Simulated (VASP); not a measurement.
# Ir (Fd-3m) in VASP: notebook, part 2 of 2

VASP 6.6.1. Earlier steps stand in the parts before.

### Step 4. Relaxation of cell and atoms, PBE, target pressure 60 GPa, at which the enthalpy is minimised

INCAR

```
PREC = Accurate
ENCUT = 600
EDIFF = 1E-6
ISMEAR = -1
SIGMA = 0.05
LREAL = False
LASPH = True
NELM = 100
ALGO = Normal
ISIF = 3
LWAVE = False
LCHARG = False
GGA = PE
IBRION = 2
NSW = 80
EDIFFG = -0.02
PSTRESS = 600.0
```

KPOINTS

```
Automatic mesh
0
Gamma
  7 7 7
```

POSCAR

```
Ir
1.0
    0.0000000000      2.6350000000      2.6350000000
    2.6350000000      0.0000000000      2.6350000000
    2.6350000000      2.6350000000      0.0000000000
Ir
2
Direct
    0.0000000000      0.0000000000      0.0000000000
    0.2500000000      0.2500000000      0.2500000000
```

Potentials or basis: VASP PAW PBE potentials, release 64 (Ir).

Run with:

```
cat potpaw_PBE.64/Ir/POTCAR > POTCAR
mpirun -np 1 vasp_std > vasp.out
```

OUTCAR:

```text
PREC = Accurate
   ENCUT = 600
   EDIFF = 1E-6
   ISMEAR = -1
   LREAL = False
   LASPH = True
   NELM = 100
   ISIF = 3
   GGA = PE
   IBRION = 2
   NSW = 80
   EDIFFG = -0.02
   PSTRESS = 600.0

 ion  position               nearest neighbor table
   1  0.000  0.000  0.000-   2 2.28   2 2.28   2 2.28   2 2.28
   2  0.250  0.250  0.250-   1 2.28   1 2.28   1 2.28   1 2.28

  LATTYP: Found a face centered cubic cell.
 ALAT       =     5.2700000000

  Lattice vectors:

 A1 = (   0.0000000000,   2.6350000000,   2.6350000000)
 A2 = (   2.6350000000,   0.0000000000,   2.6350000000)
 A3 = (   2.6350000000,   2.6350000000,   0.0000000000)

Analysis of symmetry for initial positions (statically):
=====================================================================
 Subroutine PRICEL returns:
 Original cell was already a primitive cell.

 Routine SETGRP: Setting up the symmetry group for a
[... 218 lines left out ...]
      4       4.3756      2.00000
      5       4.3756      2.00000
      6       4.3756      2.00000
      7       8.8646      2.00000
      8       8.8646      2.00000
      9       8.8646      2.00000
     10      13.8926      0.00000
     11      13.8926      0.00000
     12      23.4139      0.00000
     13      25.1284      0.00000
[... 415 lines left out ...]
--------------------------------------- Ionic step        5  -------------------------------------------

 number of electron      17.9999999 magnetization

 Free energy of the ion-electron system (eV)
  ---------------------------------------------------
  ext. energy  EPLUGINS =         0.00000000
  ---------------------------------------------------
  free energy    TOTEN  =       -14.49145589 eV

  energy without entropy =      -14.47485002  energy(sigma->0) =      -14.48315295

 E-fermi :   7.9363     XC(G=0): -12.2847

 val. band max:        7.8707319081   @ k =   0.4286   0.2857   0.0000
 cond. band min:       7.9402917585   @ k =  -0.4286   0.2857   0.0000
 fundamental gap:      0.0695598504
 Fermi energy:         7.9363009028

 k-point     1 :       0.0000    0.0000    0.0000
  band No.  band energies     occupation
      1      -1.6743      2.00000
      2       1.2490      2.00000
      3       1.2490      2.00000
      4       2.0794      2.00000
      5       2.0794      2.00000
      6       2.0794      2.00000
      7       5.6722      2.00000
      8       5.6722      2.00000
      9       5.6722      2.00000
     10       9.1919      0.00000
     11       9.1919      0.00000
     12      19.4283      0.00000
     13      19.7108      0.00000
[... 335 lines left out ...]
  energy  without entropy=      -14.4748500199  energy(sigma->0) =      -14.48315295

  enthalpy is  TOTEN    =        -1.3273864847 eV   P V=       13.1640694053

 reached required accuracy - stopping structural energy minimisation
```

OSZICAR:

```text
N       E                     dE             d eps       ncg     rms          rms(c)
DAV:   1     0.173994558249E+03    0.17399E+03   -0.91813E+03   520   0.149E+03
DAV:   2    -0.630144111717E+01   -0.18030E+03   -0.16644E+03   520   0.381E+02
DAV:   3    -0.155950912775E+02   -0.92937E+01   -0.89781E+01   667   0.911E+01
[... 40 lines left out ...]
DAV:   1    -0.144915636630E+02    0.12027E-01   -0.30075E-03   535   0.828E-01    0.942E-02
DAV:   2    -0.144914580591E+02    0.10560E-03   -0.25506E-04   540   0.205E-01    0.291E-02
DAV:   3    -0.144914549133E+02    0.31458E-05   -0.20418E-05   713   0.487E-02    0.134E-02
DAV:   4    -0.144914561227E+02   -0.12094E-05   -0.33612E-06   557   0.173E-02    0.243E-03
DAV:   5    -0.144914558900E+02    0.23271E-06   -0.36921E-07   280   0.745E-03
   5 F= -.13273865E+01 E0= -.13190835E+01  d E =-.742366E-01
```

CONTCAR:

```text
Ir
   1.00000000000000
     0.0000000000000000    2.5999989140251363    2.5999989140251363
     2.5999989140251363    0.0000000000000000    2.5999989140251363
     2.5999989140251363    2.5999989140251363    0.0000000000000000
  Ir
     2
Direct
     0.0000000000000000    0.0000000000000000    0.0000000000000000
     0.2500000000000000    0.2500000000000000    0.2500000000000000

  0.00000000E+00  0.00000000E+00  0.00000000E+00
  0.00000000E+00  0.00000000E+00  0.00000000E+00
```

Wall time 76 s (1 thread of Intel Xeon 8259CL, shared host); peak memory 0.18 GiB.

What came out:

```yaml
Free_energy: -14.4915 eV
Relaxed_volume: 17.58 Å³/atom
Relaxed_cell: a = 3.677 Å, b = 3.677 Å, c = 3.677 Å, α = 60.00°, β = 60.00°, γ = 60.00°
Space_group_after_relaxing_to_0.05_Å: Fd-3m (No. 227)
Energy_change_on_relaxing_the_enthalpy_is_what_falls: +232.3 meV/atom
Ionic_steps: 5
Pressure_after_relaxing: 60.0 GPa
Band_gap_on_the_k_mesh: zero (band 9 reaches 8.93 eV, above the bottom of band 10 at 7.27 eV)
```

Step by step:
```tsv
step	energy change (eV)	largest force (eV/Å)	pressure (GPa)	volume (Å³)
1	0.0000	0.0000	44.01	36.59
2	6.2410	0.0000	216.15	27.75
3	0.4011	0.0000	57.86	35.32
4	0.4525	0.0000	59.59	35.18
5	0.4646	0.0000	59.99	35.15
```

Final structure:
```
CELL_PARAMETERS angstrom
0.00000 2.60000 2.60000
2.60000 0.00000 2.60000
2.60000 2.60000 0.00000
ATOMIC_POSITIONS crystal
Ir 0.00000 0.00000 0.00000
Ir 0.25000 0.25000 0.25000
```

Levels at points of the mesh, in eV from the Fermi level:
```tsv
k point	band 6	band 7	band 8	band 9	band 10	band 11	band 12	band 13
(0.00, 0.00, 0.00)	-5.86	-2.26	-2.26	-2.26	1.26	1.26	11.49	11.77
```

Caveat: the cell is relaxed towards a set pressure, so the enthalpy falls and the energy may rise; spin-orbit coupling is left out, which moves the levels of the heavy elements.

### Step 5. Summary

```csv
cell,gap on the mesh (eV),pressure (GPa)
relaxed to 20 GPa,none,20.2
relaxed to 40 GPa,none,39.9
relaxed to 60 GPa,none,60.0
```

Alike in all rows: task relaxation of cell and atoms; level PBE; potentials or basis VASP PAW PBE potentials, release 64 (Ir); no spin polarisation; k mesh 7 × 7 × 7; cutoff (eV) 600; smearing fermi-dirac 0.05 eV.

Caveats: the cell is relaxed towards a set pressure, so the enthalpy falls and the energy may rise; spin-orbit coupling is left out, which moves the levels of the heavy elements.

Absolute energies hang on the potentials; compare differences alone.
